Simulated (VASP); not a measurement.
# C (Fd-3m) in VASP: settings compared

The runs below take C through single point, with PBEsol, LDA, r2SCAN.

All numbers are computed with VASP 6.6.1; they aren't measurements. Logs are shortened: lines on timing, memory, paths and dates and some standing lists are left out, and cuts for length are marked.

**1. The cell of the first run**

Symmetry: Fd-3m, No. 227, cubic system. The conventional cell has a = 3.567 Å, b = 3.567 Å, c = 3.567 Å, α = 90.00°, β = 90.00°, γ = 90.00°. Within 2.1 Å of C (site symmetry -43m) lie 4 C at 1.54 Å.

**2. Single point, PBEsol**

Contents of INCAR:

```
PREC     = Accurate       # precision mode
ENCUT    = 520            # plane-wave cutoff, eV
EDIFF    = 1E-7           # SCF threshold, eV
ISMEAR   = -1             # smearing method
SIGMA    = 0.01           # smearing width, eV
LREAL    = False          # projectors in reciprocal space
LASPH    = True           # aspherical terms in the spheres
NELM     = 60             # most SCF steps
ALGO     = Normal         # electronic algorithm
ISIF     = 2              # what is computed and relaxed
LWAVE    = False          # write WAVECAR
LCHARG   = False          # write CHGCAR
GGA      = PS             # functional
NBANDS   = 11             # bands
```

Contents of KPOINTS:

```
regular mesh
0
Gamma
  10 10 10
```

Contents of POSCAR:

```
C
1.0
    2.5220660000      0.0000000000      0.0000000000
    1.2610330000      2.1841732260      0.0000000000
    1.2610330000      0.7280577420      2.0592582659
C
2
Direct
    0.0000000000      0.0000000000      0.0000000000
    0.2500000000      0.2500000000      0.2500000000
```

Potentials or basis: VASP PAW PBE potentials, release 64 (C).

Run with:

```sh
$ cat potpaw_PBE.64/C/POTCAR > POTCAR
$ mpirun -np 1 vasp_std > vasp.out
```

OUTCAR:

```text
PREC = Accurate
   ENCUT = 520
   EDIFF = 1E-7
   ISMEAR = -1
   LREAL = False
   LASPH = True
   NELM = 60
   ISIF = 2
   GGA = PS

 ion  position               nearest neighbor table
   1  0.000  0.000  0.000-   2 1.54   2 1.54   2 1.54   2 1.54
   2  0.250  0.250  0.250-   1 1.54   1 1.54   1 1.54   1 1.54

  LATTYP: Found a face centered cubic cell.
 ALAT       =     3.5667399424

  Lattice vectors:

 A1 = (   2.5220660000,   0.0000000000,   0.0000000000)
 A2 = (   1.2610330000,   2.1841732260,   0.0000000000)
 A3 = (   1.2610330000,   0.7280577420,   2.0592582659)

Analysis of symmetry for initial positions (statically):
=====================================================================
 Subroutine PRICEL returns:
 Original cell was already a primitive cell.

 Routine SETGRP: Setting up the symmetry group for a
 face centered cubic supercell.

 Subroutine GETGRP returns: Found 48 space group operations
 (whereof 24 operations were pure point group operations)
 out of a pool of 48 trial point group operations.

The static configuration has the point symmetry T_d .
 The point group associated with its full space group is O_h .

Analysis of symmetry for dynamics (positions and initial velocities):
=====================================================================
 Subroutine PRICEL returns:
 Original cell was already a primitive cell.

 Routine SETGRP: Setting up the symmetry group for a
 face centered cubic supercell.

 Subroutine GETGRP returns: Found 48 space group operations
 (whereof 24 operations were pure point group operations)
 out of a pool of 48 trial point group operations.

The dynamic configuration has the point symmetry T_d .
 The point group associated with its full space group is O_h .

 Subroutine INISYM returns: Found 48 space group operations
 (whereof 24 operations are pure point group operations),
 and found     1 'primitive' translations

----------------------------------------------------------------------------------------

                                     Primitive cell

  volume of cell :      11.3437

  direct lattice vectors                    reciprocal lattice vectors
     2.522066000  0.000000000  0.000000000     0.396500329 -0.228919572 -0.161870582
     1.261033000  2.184173226  0.000000000     0.000000000  0.457839144 -0.161870582
     1.261033000  0.728057742  2.059258266     0.000000000  0.000000000  0.485611745

  length of vectors
     2.522066000  2.522066000  2.522066000     0.485611745  0.485611745  0.485611745

  position of ions in fractional coordinates (direct lattice)
     0.000000000  0.000000000  0.000000000
     0.250000000  0.250000000  0.250000000

  ion indices of the primitive-cell ions
   primitive index   ion index
                 1           1
                 2           2

----------------------------------------------------------------------------------------

 KPOINTS: regular mesh

Automatic generation of k-mesh.
 Grid dimensions read from file:
 generate k-points for:   10   10   10

 Generating k-lattice:

  Cartesian coordinates                     Fractional coordinates (reciprocal lattice)
     0.039650033 -0.022891957 -0.016187058     0.100000000 -0.000000000 -0.000000000
     0.000000000  0.045783914 -0.016187058     0.000000000  0.100000000  0.000000000
     0.000000000  0.000000000  0.048561175     0.000000000  0.000000000  0.100000000

  Length of vectors
     0.048561175  0.048561175  0.048561175

  Shift w.r.t. Gamma in fractional coordinates (k-lattice)
     0.000000000  0.000000000  0.000000000

 Subroutine IBZKPT returns following result:
 ===========================================

 Found     47 irreducible k-points:

 Following reciprocal coordinates:
            Coordinates               Weight
  0.000000  0.000000  0.000000      1.000000
  0.100000 -0.000000 -0.000000      8.000000
  0.200000 -0.000000 -0.000000      8.000000
  0.300000  0.000000  0.000000      8.000000
  0.400000 -0.000000  0.000000      8.000000
  0.500000 -0.000000 -0.000000      4.000000
[... 16 lines left out ...]
  0.300000  0.300000  0.000000      6.000000
  0.400000  0.300000  0.000000     24.000000
 [... further k-points ...]
   k-points           NKPTS =     47   k-points in BZ     NKDIM =     47   number of bands    NBANDS=     11
   number of dos      NEDOS =    301   number of ions     NIONS =      2
   total plane-waves  NPLWV =   8000
   dimension x,y,z NGX =    20 NGY =   20 NGZ =   20
   dimension x,y,z NGXF=    40 NGYF=   40 NGZF=   40
   ions per type =               2
   NGX,Y,Z   is equivalent  to a cutoff of  13.18, 13.18, 13.18 a.u.
   NGXF,Y,Z  is equivalent  to a cutoff of  26.37, 26.37, 26.37 a.u.
 SYSTEM =  unknown system
   PREC   = accura    normal or accurate (medium, high low for compatibility)
   ISTART =      0    job   : 0-new  1-cont  2-samecut
   ICHARG =      2    charge: 1-file 2-atom 10-const
   ISPIN  =      1    spin polarized calculation?
   LNONCOLLINEAR =      F non collinear calculations
   LSORBIT =      F    spin-orbit coupling
   LASPH  =      T    aspherical Exc in radial PAW
   ENCUT  =  520.0 eV  38.22 Ry    6.18 a.u.   4.69  4.69  4.69*2*pi/ulx,y,z
   NELM   =     60;   NELMIN=  2; NELMDL= -5     # of ELM steps
   EDIFF  = 0.1E-06   stopping-criterion for ELM
   LREAL  =      F    real-space projection
   EDIFFG = 0.1E-05   stopping-criterion for IOM
   NSW    =      0    number of steps for IOM
   IBRION =     -1    ionic relax: 0-MD 1-quasi-New 2-CG
   NFREE  =      0    steps in history (QN), initial steepest desc. (CG)
   ISIF   =      2    stress and relaxation
   ISYM   =      2    0-nonsym 1-usesym 2-fastsym
   POTIM  = 0.5000    time-step for ionic-motion
   TEBEG  =    0.0;   TEEND  =   0.0 temperature during run
   PSTRESS=    0.0 pullay stress
   NELECT =       8.0000    total number of electrons
   NUPDOWN=      -1.0000    fix difference up-down
   EMIN   =  10.00;   EMAX   =-10.00  energy-range for DOS
   EFERMI =   0.00;   METHOD = LEGACY
   ISMEAR =    -1;   SIGMA  =   0.01  broadening in eV -4-tet -1-fermi 0-gaus
   EFERMI_NEDOS =   21; number of points for ismear=-14 and -15
   IALGO  =     38    algorithm
   IMIX   =      4    mixing-type and parameters
     AMIX     =   0.40;   BMIX     =  1.00
     AMIX_MAG =   1.60;   BMIX_MAG =  1.00
  volume/ion in A,a.u.               =       5.67        38.28
  Fermi-wavevector in a.u.,A,eV,Ry     =   1.457203  2.753714 28.891162  2.123440
  Thomas-Fermi vector in A             =   2.574032
   LORBIT       =      0    0 simple, 1 ext, 2 COOP (PROOUT), +10 PAW based schemes
   GGA     = PS    functional components
   LHFCALC =     F    Hartree Fock is set to
   AEXX    =    0.0000 exact exchange contribution
   IVDW    =     0    specifies the selected vdW correction
   LEPSILON=     F    determine dielectric tensor
   LRPA    =     F    only Hartree local field effects (RPA)
 non-spin polarized calculation
  energy-cutoff  :      520.00
  volume of cell :       11.34
 maximum number of plane-waves:       322
   NGX =  9   NGY =  9   NGZ =  9

 number of electron       7.9999999 magnetization

 Free energy of the ion-electron system (eV)
  ---------------------------------------------------
  ext. energy  EPLUGINS =         0.00000000
  ---------------------------------------------------
  free energy    TOTEN  =       -19.24875648 eV

  energy without entropy =      -19.24875648  energy(sigma->0) =      -19.24875648

 E-fermi :  10.0097     XC(G=0): -13.4329

 val. band max:        9.7096406564   @ k =   0.0000   0.0000   0.0000
 cond. band min:      13.7449692723   @ k =   0.4000   0.4000   0.0000
 fundamental gap:      4.0353286159
 Fermi energy:        10.0097441518

 k-point     1 :       0.0000    0.0000    0.0000
  band No.  band energies     occupation
      1     -11.8125      2.00000
      2       9.7096      2.00000
      3       9.7096      2.00000
      4       9.7096      2.00000
      5      15.2487      0.00000
      6      15.2487      0.00000
      7      15.2487      0.00000
      8      23.0783      0.00000
      9      28.6667      0.00000
     10      36.1767      0.00000
     11      36.1767      0.00000

 k-point     2 :       0.1000   -0.0000   -0.0000
  band No.  band energies     occupation
      1     -11.5348      2.00000
      2       8.0226      2.00000
      3       9.2590      2.00000
      4       9.2590      2.00000
      5      15.8394      0.00000
      6      15.8394      0.00000
      7      16.1986      0.00000
      8      23.3008      0.00000
      9      29.1209      0.00000
     10      33.5451      0.00000
     11      33.5451      0.00000

 k-point     3 :       0.2000   -0.0000   -0.0000
  band No.  band energies     occupation
      1     -10.7070      2.00000
      2       4.8035      2.00000
      3       8.3781      2.00000
      4       8.3781      2.00000
      5      16.9714      0.00000
      6      16.9714      0.00000
      7      17.4134      0.00000
      8      23.9103      0.00000
      9      29.9051      0.00000
     10      32.0221      0.00000
     11      32.0221      0.00000

 k-point     4 :       0.3000    0.0000    0.0000
  band No.  band energies     occupation
      1      -9.3478      2.00000
      2       1.3919      2.00000
      3       7.5854      2.00000
      4       7.5854      2.00000
      5      17.7844      0.00000
      6      17.7844      0.00000
      7      18.1165      0.00000
      8      24.6376      0.00000
      9      30.2688      0.00000
     10      32.2928      0.00000
     11      32.2928      0.00000
[... 239 lines left out ...]
 k-point    22 :      -0.2000    0.2000   -0.0000
  band No.  band energies     occupation
      1      -8.8985      2.00000
      2       2.7207      2.00000
      3       3.6537      2.00000
      4       7.7157      2.00000
      5      18.1524      0.00000
      6      18.2274      0.00000
      7      20.1404      0.00000
      8      23.2956      0.00000
      9      29.5597      0.00000
     10      30.4287      0.00000
     11      33.4946      0.00000

 k-point    23 :       0.3000    0.3000    0.0000
  band No.  band energies     occupation
      1      -8.5305      2.00000
      2       3.6443      2.00000
      3       4.7898      2.00000
      4       4.7898      2.00000
      5      13.8343      0.00000
      6      18.2115      0.00000
      7      22.7757      0.00000
      8      22.7757      0.00000
      9      30.4488      0.00000
     10      32.3150      0.00000
     11      40.3888      0.00000

 k-point    24 :       0.4000    0.3000    0.0000
  band No.  band energies     occupation
      1      -7.2065      2.00000
      2       1.6621      2.00000
      3       3.6814      2.00000
      4       4.3174      2.00000
      5      14.3835      0.00000
      6      17.5562      0.00000
      7      23.7605      0.00000
      8      23.8210      0.00000
      9      31.3501      0.00000
     10      32.3823      0.00000
     11      40.3304      0.00000

 [... further k-points ...]
[... 5 lines left out ...]
  --------------------------------------------------------------------------------------
  -------------------------------------------------------------------------------------
  Total       -0.2657038     -0.2657038     -0.2657038     -0.0000000      0.0000000      0.0000000
  in kB      -37.5278789    -37.5278789    -37.5278789     -0.0000000      0.0000000      0.0000000
  external PRESSURE =     -37.5278789 kB  Pullay stress =       0.0000000 kB

 VOLUME and BASIS-vectors are now :
 -----------------------------------------------------------------------------
  energy-cutoff  :      520.00
  volume of cell :       11.34
      direct lattice vectors                 reciprocal lattice vectors
     2.522066000  0.000000000  0.000000000     0.396500329 -0.228919572 -0.161870582
     1.261033000  2.184173226  0.000000000     0.000000000  0.457839144 -0.161870582
     1.261033000  0.728057742  2.059258266     0.000000000  0.000000000  0.485611745

 POSITION                                       TOTAL-FORCE (eV/Angst)
 -----------------------------------------------------------------------------------
      0.00000      0.00000      0.00000         0.000000      0.000000      0.000000
      1.26103      0.72806      0.51481        -0.000000     -0.000000     -0.000000
 -----------------------------------------------------------------------------------
    total drift:                                0.000000      0.000000     -0.000000

  FREE ENERGIE OF THE ION-ELECTRON SYSTEM (eV)
  ---------------------------------------------------
  free  energy   TOTEN  =       -19.2487564784 eV

  energy  without entropy=      -19.2487564784  energy(sigma->0) =      -19.24875648
```

Run time: 6.1 s. Hardware: 1 thread of Intel Xeon Platinum 8488C (Sapphire Rapids), shared host; peak memory 0.11 GiB.

Results:

```yaml
Free_energy: -19.2488 eV
Pressure: -3.8 GPa
Band_gap_on_the_k_mesh: 4.04 eV, indirect (least direct gap 5.54 eV)
```

Caveat: the PAW data sets were made with another functional, which shifts forces and pressure a little. A k mesh can miss the band edges.

**3. Single point, LDA**

Contents of INCAR:

```
SYSTEM = C
PREC = Accurate
ENCUT = 520
EDIFF = 1E-6
ISMEAR = -1
SIGMA = 0.01
LREAL = .FALSE.
LASPH = .TRUE.
NELM = 60
ALGO = Normal
ISIF = 2
LWAVE = .FALSE.
LCHARG = .FALSE.
NBANDS = 11
```

Contents of KPOINTS:

```
Automatic mesh
0
G
  10 10 10
  0 0 0
```

POSCAR is that of step 2.

Potentials or basis: VASP PAW LDA potentials, release 64 (C).

Run with:

```sh
$ cat potpaw_LDA.64/C/POTCAR > POTCAR
$ mpirun -np 1 vasp_std > vasp.out
```

Wall time 4.9 s (1 thread of Intel Xeon Platinum 8488C (Sapphire Rapids), shared host); peak memory 0.11 GiB.

Results (log left out):

```yaml
Free_energy: -20.2352 eV
Pressure: -11.6 GPa
Band_gap_on_the_k_mesh: 4.13 eV, indirect (least direct gap 5.54 eV)
```

Levels at points of the mesh, in eV from the valence-band top:
| k point | band 1 | band 2 | band 3 | band 4 | band 5 | band 6 | band 7 | band 8 | band 9 |
| --- | --- | --- | --- | --- | --- | --- | --- | --- | --- |
| (0.00, 0.00, 0.00) | -21.32 | 0.00 | 0.00 | 0.00 | 5.54 | 5.54 | 5.54 | 13.56 | 19.00 |
| (0.50, 0.00, 0.00) | -15.48 | -13.36 | -2.79 | -2.79 | 8.38 | 8.38 | 9.01 | 15.41 | 21.52 |
| (0.50, 0.50, 0.00) | -12.61 | -12.61 | -6.29 | -6.29 | 4.71 | 4.71 | 16.63 | 16.63 | 22.93 |

**4. Single point, r2SCAN**

POSCAR is that of step 3.

Contents of INCAR.step1:

```
SYSTEM = C
ALGO = Normal
EDIFF = 1E-4
ENCUT = 520
GGA = PE
ISMEAR = -1
LASPH = .TRUE.
LCHARG = .FALSE.
LREAL = .FALSE.
LWAVE = .TRUE.
NBANDS = 11
NELM = 60
PREC = Accurate
SIGMA = 0.01
```

Contents of INCAR.step2:

```
SYSTEM = C
ALGO = Normal
EDIFF = 1E-6
ENCUT = 520
ISIF = 2
ISMEAR = -1
ISTART = 1
LASPH = .TRUE.
LCHARG = .FALSE.
LMIXTAU = .TRUE.
LREAL = .FALSE.
LWAVE = .FALSE.
METAGGA = R2SCAN
NBANDS = 11
NELM = 60
PREC = Accurate
SIGMA = 0.01
```

Contents of KPOINTS:

```
k-points
0
G
  10 10 10
  0 0 0
```

Potentials or basis: VASP PAW PBE potentials, release 64 (C).

Run with:

```sh
$ cat potpaw_PBE.64/C/POTCAR > POTCAR
$ cp INCAR.step1 INCAR
$ mpirun -np 1 vasp_std > vasp.out
$ cp INCAR.step2 INCAR
$ mpirun -np 1 vasp_std > vasp.out
```

Run time: 22 s. Hardware: 1 thread of Intel Xeon Platinum 8488C (Sapphire Rapids), shared host; peak memory 0.12 GiB.

Results (log left out):

```yaml
Free_energy: -19.6572 eV
Pressure: -1.3 GPa
Band_gap_on_the_k_mesh: 4.37 eV, indirect (least direct gap 5.84 eV)
```

Levels at points of the mesh, in eV from the valence-band top:
| k point | band 1 | band 2 | band 3 | band 4 | band 5 | band 6 | band 7 | band 8 |
| --- | --- | --- | --- | --- | --- | --- | --- | --- |
| (0.00, 0.00, 0.00) | -22.70 | 0.00 | 0.00 | 0.00 | 5.84 | 5.84 | 5.84 | 13.82 |
| (0.50, 0.00, 0.00) | -16.75 | -14.04 | -2.98 | -2.98 | 8.88 | 8.88 | 9.13 | 16.70 |
| (0.50, 0.50, 0.00) | -13.59 | -13.59 | -6.66 | -6.66 | 5.00 | 5.00 | 17.87 | 17.87 |

Caveat: the PAW data sets were made with another functional, which shifts forces and pressure a little. r2SCAN opens gaps a little over a GGA but as a rule still falls short of measured ones.

**5. Summary**

```tsv
level	potentials or basis	gap on the mesh (eV)	pressure (GPa)
PBEsol	VASP PAW PBE potentials, release 64 (C)	4.04	-3.8
LDA	VASP PAW LDA potentials, release 64 (C)	4.13	-11.6
r2SCAN	VASP PAW PBE potentials, release 64 (C)	4.37	-1.3
```

Alike in all rows: task single point; no spin polarisation; cell as given; k mesh 10 × 10 × 10; cutoff (eV) 520; smearing fermi-dirac 0.01 eV.

Caveats: the PAW data sets were made with another functional, which shifts forces and pressure a little (some runs).

Total energies depend on the potentials used, so only differences within one code and one set of settings carry meaning.
